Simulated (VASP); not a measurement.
# BaTiO3 in VASP: notebook, part 2 of 2

VASP 6.6.1.

## (6) Single point, r2SCAN

POSCAR reads:

```
BaTiO3
1.0
    4.0060000000      0.0000000000      0.0000000000
    0.0000000000      4.0060000000      0.0000000000
    0.0000000000      0.0000000000      4.0060000000
Ba Ti O
1 1 3
Direct
    0.5000000000      0.5000000000      0.5000000000
    0.0000000000      0.0000000000      0.0000000000
    0.0000000000      0.0000000000      0.5000000000
    0.0000000000      0.5000000000      0.0000000000
    0.5000000000      0.0000000000      0.0000000000
```

INCAR.step1 reads:

```
  PREC = Accurate
  ENCUT = 520
  ISMEAR = -1
  SIGMA = 0.05
  LREAL = False
  LASPH = True
  NELM = 100
  NBANDS = 28
  GGA = PE
  ALGO = Normal
  EDIFF = 1E-4
  LWAVE = True
  LCHARG = False
```

INCAR.step2 reads:

```
  PREC = Accurate
  ENCUT = 520
  EDIFF = 1E-6
  ISMEAR = -1
  SIGMA = 0.05
  LREAL = False
  LASPH = True
  NELM = 100
  ALGO = Normal
  ISIF = 2
  LWAVE = False
  LCHARG = False
  METAGGA = R2SCAN
  LMIXTAU = True
  NBANDS = 28
  ISTART = 1
```

KPOINTS reads:

```
regular mesh
0
Gamma
  7 7 7
```

Potentials or basis: VASP PAW PBE potentials, release 64 (Ba_sv, Ti_sv, O).

Launch:

```sh
$ cat potpaw_PBE.64/Ba_sv/POTCAR potpaw_PBE.64/Ti_sv/POTCAR potpaw_PBE.64/O/POTCAR > POTCAR
$ cp INCAR.step1 INCAR
$ mpirun -np 1 vasp_std > vasp.out
$ cp INCAR.step2 INCAR
$ mpirun -np 1 vasp_std > vasp.out
```

OUTCAR:

```text
PREC = Accurate
   ENCUT = 520
   EDIFF = 1E-6
   ISMEAR = -1
   LREAL = False
   LASPH = True
   NELM = 100
   ISIF = 2
   METAGGA = R2SCAN
   ISTART = 1

 ion  position               nearest neighbor table
   1  0.500  0.500  0.500-   3 2.83   4 2.83   5 2.83   4 2.83   5 2.83   3 2.83   5 2.83   5 2.83
                             3 2.83   4 2.83   4 2.83   3 2.83   2 3.47   2 3.47   2 3.47   2 3.47
   2  0.000  0.000  0.000-   3 2.00   4 2.00   5 2.00   3 2.00   4 2.00   5 2.00   1 3.47   1 3.47
                             1 3.47   1 3.47   1 3.47   1 3.47   1 3.47   1 3.47
   3  0.000  0.000  0.500-   2 2.00   2 2.00   1 2.83   1 2.83   1 2.83   1 2.83
   4  0.000  0.500  0.000-   2 2.00   2 2.00   1 2.83   1 2.83   1 2.83   1 2.83
   5  0.500  0.000  0.000-   2 2.00   2 2.00   1 2.83   1 2.83   1 2.83   1 2.83

  LATTYP: Found a simple cubic cell.
 ALAT       =     4.0060000000

  Lattice vectors:

 A1 = (   4.0060000000,   0.0000000000,   0.0000000000)
 A2 = (   0.0000000000,   4.0060000000,   0.0000000000)
 A3 = (   0.0000000000,   0.0000000000,   4.0060000000)

Analysis of symmetry for initial positions (statically):
=====================================================================
 Subroutine PRICEL returns:
[... 176 lines left out ...]
 fundamental gap:      2.1902500474
 Fermi energy:         4.5992834324

 k-point     1 :       0.0000    0.0000    0.0000
  band No.  band energies     occupation
      1     -55.3830      2.00000
      2     -30.5392      2.00000
      3     -30.5392      2.00000
      4     -30.5392      2.00000
      5     -21.9654      2.00000
      6     -14.3433      2.00000
[... 609 lines left out ...]
     27      11.5058      0.00000
     28      11.5058      0.00000

------------------------ aborting loop because EDIFF is reached ----------------------------------------

  FORCE on cell =-STRESS in cart. coord.  units (eV):
  Direction    XX          YY          ZZ          XY          YZ          ZX
  --------------------------------------------------------------------------------------
  -------------------------------------------------------------------------------------
  Total        0.1315204      0.1315204      0.1315204      0.0000000     -0.0000000     -0.0000000
  in kB        3.2777136      3.2777136      3.2777136      0.0000000     -0.0000000     -0.0000000
  external PRESSURE =       3.2777136 kB  Pullay stress =       0.0000000 kB

 VOLUME and BASIS-vectors are now :
 -----------------------------------------------------------------------------
  energy-cutoff  :      520.00
  volume of cell :       64.29
      direct lattice vectors                 reciprocal lattice vectors
     4.006000000  0.000000000  0.000000000     0.249625562  0.000000000  0.000000000
     0.000000000  4.006000000  0.000000000     0.000000000  0.249625562  0.000000000
     0.000000000  0.000000000  4.006000000     0.000000000  0.000000000  0.249625562

 POSITION                                       TOTAL-FORCE (eV/Angst)
 -----------------------------------------------------------------------------------
      2.00300      2.00300      2.00300         0.000000      0.000000      0.000000
      0.00000      0.00000      0.00000         0.000000      0.000000      0.000000
      0.00000      0.00000      2.00300         0.000000      0.000000      0.000000
      0.00000      2.00300      0.00000         0.000000      0.000000      0.000000
      2.00300      0.00000      0.00000         0.000000      0.000000      0.000000
 -----------------------------------------------------------------------------------
    total drift:                               -0.000000     -0.000000      0.000000

  FREE ENERGIE OF THE ION-ELECTRON SYSTEM (eV)
  ---------------------------------------------------
  free  energy   TOTEN  =       -74.2352877850 eV

  energy  without entropy=      -74.2352877850  energy(sigma->0) =      -74.23528778
```

OUTCAR.step1:

```text
PREC = Accurate
   ENCUT = 520
   ISMEAR = -1
   LREAL = False
   LASPH = True
   NELM = 100
[... 846 lines left out ...]
      0.00000      0.00000      2.00300         0.000000      0.000000      0.000000
      0.00000      2.00300      0.00000         0.000000      0.000000      0.000000
      2.00300      0.00000      0.00000         0.000000      0.000000      0.000000
 -----------------------------------------------------------------------------------
    total drift:                               -0.000000     -0.000000      0.000000

  FREE ENERGIE OF THE ION-ELECTRON SYSTEM (eV)
  ---------------------------------------------------
  free  energy   TOTEN  =       -39.9706993402 eV

  energy  without entropy=      -39.9706993376  energy(sigma->0) =      -39.97069934
```

OSZICAR.step1:

```text
N       E                     dE             d eps       ncg     rms          rms(c)
DAV:   1     0.431491973624E+03    0.43149E+03   -0.20552E+04  1120   0.153E+03
DAV:   2    -0.837459403179E+01   -0.43987E+03   -0.41896E+03  1272   0.418E+02
DAV:   3    -0.489275502835E+02   -0.40553E+02   -0.40160E+02  1312   0.133E+02
DAV:   4    -0.509591257134E+02   -0.20316E+01   -0.20275E+01  1760   0.267E+01
DAV:   5    -0.509941539727E+02   -0.35028E-01   -0.35021E-01  1452   0.321E+00    0.228E+01
DAV:   6    -0.402116717273E+02    0.10782E+02   -0.57176E+01  1608   0.659E+01    0.979E+00
DAV:   7    -0.401258667527E+02    0.85805E-01   -0.95698E+00  1468   0.227E+01    0.657E+00
DAV:   8    -0.399613345849E+02    0.16453E+00   -0.68508E-01  1348   0.707E+00    0.340E+00
DAV:   9    -0.400037364978E+02   -0.42402E-01   -0.34545E-01  1608   0.496E+00    0.165E+00
DAV:  10    -0.399748853284E+02    0.28851E-01   -0.18166E-01  1260   0.439E+00    0.540E-01
DAV:  11    -0.399707002539E+02    0.41851E-02   -0.18218E-02  1480   0.891E-01    0.133E-01
DAV:  12    -0.399710141620E+02   -0.31391E-03   -0.19745E-03  1392   0.407E-01    0.160E-01
DAV:  13    -0.399706994299E+02    0.31473E-03   -0.93891E-04  1224   0.320E-01    0.235E-02
DAV:  14    -0.399706993402E+02    0.89688E-07   -0.33413E-05   792   0.409E-02
   1 F= -.39970699E+02 E0= -.39970699E+02  d E =-.257562E-08
```

It took 1.9 min on 1 thread of AMD EPYC 7R13 (Zen 3), shared host; peak memory 0.16 GiB.

What came out:

```
Free energy            : -74.2353 eV
Pressure               : 0.3 GPa
Band gap on the k mesh : 2.19 eV, indirect (least direct gap 2.29 eV)
```

Levels at points of the mesh, in eV from the valence-band top:
```tsv
k point	band 16	band 17	band 18	band 19	band 20	band 21	band 22	band 23	band 24	band 25
(0.00, 0.00, 0.00)	-1.06	-1.06	-0.10	-0.10	-0.10	2.19	2.19	2.19	4.21	4.21
```

Caveat: the PAW data sets were made with another functional, which shifts forces and pressure a little; spin-orbit coupling is left out, which moves the levels of the heavy elements.

## (7) Summary

```csv
level,U,cell,k mesh,smearing,gap on the mesh (eV),pressure (GPa),largest force (eV/Å)
PBE+U,Ti d U = 6.0 eV,"a = 4.006 Å, 5 atoms",6 × 6 × 6,methfessel-paxton 0.1 eV,2.48,8.2,-
PBE,-,"a = 4.006 Å, 5 atoms",6 × 6 × 6,gaussian 0.1 eV,1.74,3.5,0.74
PBE,-,"a = 4.006 Å, 5 atoms",8 × 8 × 8,gaussian 0.1 eV,1.74,3.5,0.74
PBEsol,-,"a = 3.970 Å, 5 atoms",7 × 7 × 7,fermi-dirac 0.05 eV,1.81,2.0,-
r2SCAN,-,"a = 4.006 Å, 5 atoms",7 × 7 × 7,fermi-dirac 0.05 eV,2.19,0.3,-
```

Some of these runs hold the atoms at other places in the same cell, which the table doesn't show; runs alike in all that it shows share one row.

Alike in all rows: task single point; potentials or basis VASP PAW PBE potentials, release 64 (Ba_sv, Ti_sv, O); no spin polarisation; cutoff (eV) 520.

On the cell as given the gap runs from 1.74 eV (PBE) to 2.48 eV (PBE+U); the meshes differ, which moves gaps too. The pressure there spans 0.3 GPa (r2SCAN) to 8.2 GPa (PBE+U); a positive pressure means that this level wants a larger cell, a negative one a smaller.

Caveats: spin-orbit coupling is left out, which moves the levels of the heavy elements; the PAW data sets were made with another functional, which shifts forces and pressure a little (some runs).

Total energies depend on the potentials used, so only differences within one code and one set of settings carry meaning.
